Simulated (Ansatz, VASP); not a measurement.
## Ti in VASP and in Ansatz

File INCAR:

```
PREC = Accurate
ENCUT = 520
EDIFF = 1E-7
ISMEAR = -1
SIGMA = 0.1
LREAL = F
LASPH = T
NELM = 80
ALGO = Normal
ISIF = 2
LWAVE = F
LCHARG = T
LELF = T
LVHAR = T
NBANDS = 12
```

File KPOINTS:

```
regular mesh
0
Gamma
  15 15 15
```

File POSCAR:

```
Ti
1.0
    0.0000000000      1.9189015576      1.9189015576
    1.9189015576      0.0000000000      1.9189015576
    1.9189015576      1.9189015576      0.0000000000
Ti
1
Direct
    0.0000000000      0.0000000000      0.0000000000
```

Input for Ansatz:

```yaml
crystal:
  lattice:
    - [0.0, 1.9189015576, 1.9189015576]
    - [1.9189015576, 0.0, 1.9189015576]
    - [1.9189015576, 1.9189015576, 0.0]
  atoms:
    - { symbol: Ti, position: [0.0, 0.0, 0.0] }
hamiltonian:
  xc: lda
  pseudopotentials:
    kind: paw
    azcp:
      Ti: "pseudopotentials/Ti.paw.azcp"
basis:
  ecutwfc: 420
  fft_grid_basis: typed
kpoints:
  mp_grid: { grid: [15, 15, 15], shift: [0, 0, 0] }
magnetization:
  spin_polarized: false
scf:
  occupations: { method: fermi_dirac, width: 0.1 }
  lower_state_search: "off"
output:
  stress: true
```

Alike in both runs: task single point; functional LDA; k mesh 15 × 15 × 15; occupations fermi-dirac, width 0.1 eV; no spin polarisation.

```csv
,VASP,Ansatz
version,VASP 6.6.1,Ansatz 0.2.0
potentials or method,"VASP PAW LDA potentials, release 64 (Ti_sv), cutoff 520 eV","plane waves (420 eV) with PAW, scalar-relativistic"
valence electrons in the cell,12,12
```

```tsv
	VASP	Ansatz	Ansatz less VASP
pressure (GPa)	18.7	19.1	+0.38
```

Ansatz warns that its potentials were made for another functional, while VASP's fit it. LDA's correlation is that of Perdew and Zunger in VASP and of Perdew and Wang (1992) in Ansatz.
